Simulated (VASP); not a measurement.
TePb: single point with PBE

Crystal: TePb.

```
Pb Te
1.0
     0.00000    3.26784    3.26784
     3.26784    0.00000    3.26784
     3.26784    3.26784    0.00000
Pb Te
1 1
Direct
  0.00000 0.00000 0.00000
  0.50000 0.50000 0.50000
```

- Program: VASP 6.6.1
- Task: single point
- Functional: PBE
- Potentials or basis: VASP PAW PBE potentials, release 64 (Pb_d, Te)
- Cutoff: 520 eV
- k mesh: 8 × 8 × 8
- Occupations: fermi-dirac, width 0.02 eV
- Spin: no spin polarisation

```
Pressure               : 0.6 GPa
Band gap on the k mesh : 0.80 eV
```

Levels at points of the mesh, in eV from the valence-band top:
| k point | band 6 | band 7 | band 8 | band 9 | band 10 | band 11 | band 12 | band 13 | band 14 | band 15 |
| --- | --- | --- | --- | --- | --- | --- | --- | --- | --- | --- |
| (0.00, 0.00, 0.00) | -11.74 | -5.67 | -1.21 | -1.21 | -1.21 | 4.04 | 4.04 | 4.04 | 5.88 | 5.88 |
| (0.50, 0.00, 0.00) | -10.39 | -8.41 | -0.78 | -0.78 | 0.00 | 0.80 | 1.36 | 1.36 | 8.36 | 9.17 |
| (0.50, 0.50, 0.00) | -10.17 | -7.24 | -4.23 | -2.60 | -2.60 | 3.44 | 5.36 | 5.36 | 6.52 | 10.03 |

Wall time 25 s on 1 thread of Intel(R) Xeon(R) Platinum 8488C (Sapphire Rapids) (shared host), peak memory 0.21 GiB.

Caveat: spin-orbit coupling is left out, which moves the levels of the heavy elements. A k mesh can miss the band edges.
